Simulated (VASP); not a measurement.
The system is C.

```
CELL_PARAMETERS angstrom
0.00000 1.78337 1.80120
1.78337 0.00000 1.80120
1.78337 1.78337 0.00000
ATOMIC_POSITIONS crystal
C 0.75000 0.75000 0.75000
C 0.50000 0.50000 0.50000
```

Base run:

- Program: VASP 6.6.1
- Functional: PBE
- Potentials or basis: VASP PAW PBE potentials, release 64 (C)
- Cutoff: 520 eV
- k mesh: 11 × 11 × 11
- Occupations: fermi-dirac, width 0.05 eV
- Spin: no spin polarisation

Its results: band gap on the k mesh 3.98 eV, indirect (least direct gap 5.47 eV); pressure -1.9 GPa.

**Question.** The run is repeated on the same cell with these changes: functional from PBE to PBEsol; cutoff from 520 eV to 600 eV; further incar settings from ALGO = Normal; EDIFF = 1e-07; NBANDS = 11 to ALGO = Normal; EDIFF = 1e-06; NBANDS = 11. What comes out?

**Answer.** Band gap on the k mesh 3.85 eV, indirect (least direct gap 5.42 eV); pressure -8.7 GPa.

Caveats: the PAW data sets were made with another functional, which shifts forces and pressure a little (some runs).

A k mesh can miss the band edges.
